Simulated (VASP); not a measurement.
# PbO (P4/nmm) in VASP: single point with PBEsol

Aim: the single point of PbO with PBEsol.

Program: VASP 6.6.1. These are calculated values, not measurements. Logs are shortened: lines on timing, memory, paths and dates and some standing lists are left out, and cuts for length are marked.

## 1. The cell of the first run

It takes space group P4/nmm (No. 129, tetragonal). Conventional cell: a = 3.988 Å, b = 3.988 Å, c = 5.085 Å, α = 90.00°, β = 90.00°, γ = 90.00°. Pb (site symmetry 4mm) has 4 O at 2.32 Å within 3.1 Å. Within 3.1 Å of O (site symmetry -4m2) lie 4 Pb at 2.32 Å and 4 O at 2.82 Å.

## 2. Single point, PBEsol

File INCAR:

```
SYSTEM = PbO
  ALGO = Normal
  EDIFF = 1E-7
  ENCUT = 520
  GGA = PS
  ISIF = 2
  ISMEAR = 0
  LASPH = .TRUE.
  LCHARG = .FALSE.
  LREAL = .FALSE.
  LWAVE = .FALSE.
  NBANDS = 28
  NELM = 80
  PREC = Accurate
  SIGMA = 0.02
```

File KPOINTS:

```
k-points
0
G
  10 10 8
  0 0 0
```

File POSCAR:

```
PbO
1.0
    3.9881544320      0.0000000000      0.0000000000
    0.0000000000      3.9881544320      0.0000000000
    0.0000000000      0.0000000000      5.0850252434
Pb O
2 2
Direct
    0.0000000000      0.5000000000      0.2329192845
    0.5000000000      0.0000000000      0.7670807155
    0.0000000000      0.0000000000      0.0000000000
    0.5000000000      0.5000000000      0.0000000000
```

Potentials or basis: VASP PAW PBE potentials, release 64 (Pb_d, O).

On the command line:

```sh
cat potpaw_PBE.64/Pb_d/POTCAR potpaw_PBE.64/O/POTCAR > POTCAR
mpirun -np 1 vasp_std > vasp.out
```

OUTCAR:

```text
SYSTEM = PbO
   EDIFF = 1E-7
   ENCUT = 520
   GGA = PS
   ISIF = 2
   ISMEAR = 0
   LASPH = .TRUE.
   LREAL = .FALSE.
   NELM = 80
   PREC = Accurate

 ion  position               nearest neighbor table
   1  0.000  0.500  0.233-   3 2.32   4 2.32   3 2.32   4 2.32   2 3.68   2 3.68   2 3.68   2 3.68
                             2 3.92   2 3.92   2 3.92   2 3.92
   2  0.500  0.000  0.767-   3 2.32   4 2.32   4 2.32   3 2.32   1 3.68   1 3.68   1 3.68   1 3.68
                             1 3.92   1 3.92   1 3.92   1 3.92
   3  0.000  0.000  0.000-   1 2.32   2 2.32   1 2.32   2 2.32
   4  0.500  0.500  0.000-   1 2.32   2 2.32   2 2.32   1 2.32

  LATTYP: Found a simple tetragonal cell.
 ALAT       =     3.9881544320
 C/A-ratio  =     1.2750321810

  Lattice vectors:

 A1 = (   3.9881544320,   0.0000000000,   0.0000000000)
 A2 = (   0.0000000000,   3.9881544320,   0.0000000000)
 A3 = (   0.0000000000,   0.0000000000,   5.0850252434)

Analysis of symmetry for initial positions (statically):
=====================================================================
 Subroutine PRICEL returns:
 Original cell was already a primitive cell.

 Routine SETGRP: Setting up the symmetry group for a
 simple tetragonal supercell.

 Subroutine GETGRP returns: Found 16 space group operations
 (whereof  8 operations were pure point group operations)
 out of a pool of 16 trial point group operations.

The static configuration has the point symmetry D_2d.
 The point group associated with its full space group is D_4h.

Analysis of symmetry for dynamics (positions and initial velocities):
=====================================================================
 Subroutine PRICEL returns:
 Original cell was already a primitive cell.

 Routine SETGRP: Setting up the symmetry group for a
 simple tetragonal supercell.

 Subroutine GETGRP returns: Found 16 space group operations
 (whereof  8 operations were pure point group operations)
 out of a pool of 16 trial point group operations.

The dynamic configuration has the point symmetry D_2d.
 The point group associated with its full space group is D_4h.

 Subroutine INISYM returns: Found 16 space group operations
 (whereof  8 operations are pure point group operations),
 and found     1 'primitive' translations

----------------------------------------------------------------------------------------

[... 95 lines left out ...]
   NELM   =     80;   NELMIN=  2; NELMDL= -5     # of ELM steps
   EDIFF  = 0.1E-06   stopping-criterion for ELM
   LREAL  =      F    real-space projection
   EDIFFG = 0.1E-05   stopping-criterion for IOM
   NSW    =      0    number of steps for IOM
   IBRION =     -1    ionic relax: 0-MD 1-quasi-New 2-CG
   NFREE  =      0    steps in history (QN), initial steepest desc. (CG)
   ISIF   =      2    stress and relaxation
   ISYM   =      2    0-nonsym 1-usesym 2-fastsym
   POTIM  = 0.5000    time-step for ionic-motion
   TEBEG  =    0.0;   TEEND  =   0.0 temperature during run
   PSTRESS=    0.0 pullay stress
   NELECT =      40.0000    total number of electrons
   NUPDOWN=      -1.0000    fix difference up-down
   EMIN   =  10.00;   EMAX   =-10.00  energy-range for DOS
   EFERMI =   0.00;   METHOD = LEGACY
   ISMEAR =     0;   SIGMA  =   0.02  broadening in eV -4-tet -1-fermi 0-gaus
   EFERMI_NEDOS =   21; number of points for ismear=-14 and -15
   IALGO  =     38    algorithm
   IMIX   =      4    mixing-type and parameters
     AMIX     =   0.40;   BMIX     =  1.00
     AMIX_MAG =   1.60;   BMIX_MAG =  1.00
  volume/ion in A,a.u.               =      20.22       136.45
  Fermi-wavevector in a.u.,A,eV,Ry     =   1.294640  2.446516 22.804639  1.676094
  Thomas-Fermi vector in A             =   2.426210
   LORBIT       =      0    0 simple, 1 ext, 2 COOP (PROOUT), +10 PAW based schemes
   GGA     = PS    functional components
   LHFCALC =     F    Hartree Fock is set to
   AEXX    =    0.0000 exact exchange contribution
   IVDW    =     0    specifies the selected vdW correction
   LEPSILON=     F    determine dielectric tensor
   LRPA    =     F    only Hartree local field effects (RPA)
 non-spin polarized calculation
 Gauss-broadening in eV      SIGMA  =   0.02
  energy-cutoff  :      520.00
  volume of cell :       80.88
 maximum number of plane-waves:      2215
 NGX is ok and might be reduce to    30
   NGX = 15   NGY = 15   NGZ = 19

 number of electron      39.9999997 magnetization

 Free energy of the ion-electron system (eV)
  ---------------------------------------------------
  ext. energy  EPLUGINS =         0.00000000
  ---------------------------------------------------
  free energy    TOTEN  =       -22.87503044 eV

  energy without entropy =      -22.87503044  energy(sigma->0) =      -22.87503044

 E-fermi :   4.9214     XC(G=0):  -9.9718

 val. band max:        4.7960346937   @ k =   0.1000   0.0000   0.0000
 cond. band min:       6.0409170221   @ k =   0.5000   0.5000   0.0000
 fundamental gap:      1.2448823284
 Fermi energy:         4.9213549136

 k-point     1 :       0.0000    0.0000    0.0000
  band No.  band energies     occupation
      1     -13.5079      2.00000
      2     -12.9629      2.00000
      3     -11.1327      2.00000
      4     -11.1327      2.00000
      5     -11.0680      2.00000
      6     -11.0551      2.00000
[... 733 lines left out ...]
     27      12.7361      0.00000
     28      14.8775      0.00000

 [... further k-points ...]

------------------------ aborting loop because EDIFF is reached ----------------------------------------

  FORCE on cell =-STRESS in cart. coord.  units (eV):
  Direction    XX          YY          ZZ          XY          YZ          ZX
  --------------------------------------------------------------------------------------
  -------------------------------------------------------------------------------------
  Total        0.0314362      0.0314362      0.0331175      0.0000000      0.0000000      0.0000000
  in kB        0.6227355      0.6227355      0.6560408      0.0000000      0.0000000      0.0000000
  external PRESSURE =       0.6338373 kB  Pullay stress =       0.0000000 kB

 VOLUME and BASIS-vectors are now :
 -----------------------------------------------------------------------------
  energy-cutoff  :      520.00
  volume of cell :       80.88
      direct lattice vectors                 reciprocal lattice vectors
     3.988154432  0.000000000  0.000000000     0.250742547  0.000000000  0.000000000
     0.000000000  3.988154432  0.000000000     0.000000000  0.250742547  0.000000000
     0.000000000  0.000000000  5.085025243     0.000000000  0.000000000  0.196655858

 POSITION                                       TOTAL-FORCE (eV/Angst)
 -----------------------------------------------------------------------------------
      0.00000      1.99408      1.18440         0.000000      0.000000      0.042918
      1.99408      0.00000      3.90062         0.000000     -0.000000     -0.042918
      0.00000      0.00000      0.00000         0.000000     -0.000000      0.000000
      1.99408      1.99408      0.00000        -0.000000      0.000000      0.000000
 -----------------------------------------------------------------------------------
    total drift:                                0.000000      0.000000      0.000000

  FREE ENERGIE OF THE ION-ELECTRON SYSTEM (eV)
  ---------------------------------------------------
  free  energy   TOTEN  =       -22.8750304432 eV

  energy  without entropy=      -22.8750304432  energy(sigma->0) =      -22.87503044
```

Run time: 8.5 min. Hardware: 1 thread of AMD EPYC 7R43 (Zen 3), shared host; peak memory 0.28 GiB.

What came out:

* Free energy: -22.8750 eV
* Pressure: 0.1 GPa
* Largest force: 0.043 eV/Å
* Band gap on the k mesh: 1.24 eV (least direct gap 2.20 eV)

Forces in eV/Å, atoms in the order of the input:
```
Pb   0.000  0.000  0.043
Pb   0.000  0.000 -0.043
O    0.000  0.000  0.000
O    0.000  0.000  0.000
```

Caveat: the PAW data sets were made with another functional, which shifts forces and pressure a little; spin-orbit coupling is left out, which moves the levels of the heavy elements. A k mesh can miss the band edges.
